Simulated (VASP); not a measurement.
The system is Li.

```
Li
1.0
     3.03439    0.00000    0.00000
    -1.51719    2.62785    0.00000
     0.00000    0.00000   10.21621
Li
4
Direct
  0.00000 0.00000 0.00000
  0.33333 0.66667 0.25000
  0.00000 0.00000 0.50000
  0.66667 0.33333 0.75000
```

- Program: VASP 6.6.1
- Task: relaxation of cell and atoms
- Functional: PBEsol
- Potentials or basis: VASP PAW PBE potentials, release 64 (Li_sv)
- Cutoff: 600 eV
- k mesh: 10 × 10 × 3
- Occupations: methfessel-paxton, width 0.05 eV
- Spin: no spin polarisation

At the start: pressure -0.2 GPa; volume 20.37 Å³/atom.

Question: How do energy, volume and symmetry change on relaxing?

Answer: Over 10 steps the energy falls by 2.4 meV/atom and the volume is 19.97 Å³/atom (-1.9 %); space group P6_3/mmc (No. 194, to 0.05 Å).

Step by step:
| step | energy change (eV) | largest force (eV/Å) | pressure (GPa) | volume (Å³) |
| --- | --- | --- | --- | --- |
| 1 | 0.0000 | 0.0000 | -0.21 | 81.46 |
| 2 | -0.0031 | 0.0000 | -0.16 | 81.14 |
| 3 | -0.0058 | 0.0000 | -0.09 | 80.68 |
| 4 | -0.0078 | 0.0000 | 0.07 | 79.74 |
| 5 | -0.0033 | 0.0000 | 0.39 | 77.81 |
| 6 | -0.0090 | 0.0000 | 0.16 | 79.23 |
| 7 | -0.0091 | 0.0000 | 0.18 | 79.08 |
| 8 | -0.0091 | 0.0000 | 0.17 | 79.13 |
| 9 | -0.0095 | 0.0000 | 0.08 | 79.61 |
| 10 | -0.0096 | 0.0000 | 0.04 | 79.90 |

Final structure:
```cif
data_structure
_symmetry_space_group_name_H-M 'P 1'
_symmetry_Int_Tables_number 1
_cell_length_a 3.0742
_cell_length_b 3.0742
_cell_length_c 9.7618
_cell_angle_alpha 90.000
_cell_angle_beta 90.000
_cell_angle_gamma 120.000
_cell_volume 79.90
loop_
_atom_site_label
_atom_site_type_symbol
_atom_site_fract_x
_atom_site_fract_y
_atom_site_fract_z
_atom_site_occupancy
Li1 Li 0.00000 0.00000 0.00000 1
Li2 Li 0.33333 0.66667 0.25000 1
Li3 Li 0.00000 0.00000 0.50000 1
Li4 Li 0.66667 0.33333 0.75000 1
```

Caveat: the cutoff is under 1.25 times the usual one of these potentials, so pressure, stress and relaxed cells hold a basis-set (Pulay) error; the PAW data sets were made with another functional, which shifts forces and pressure a little.
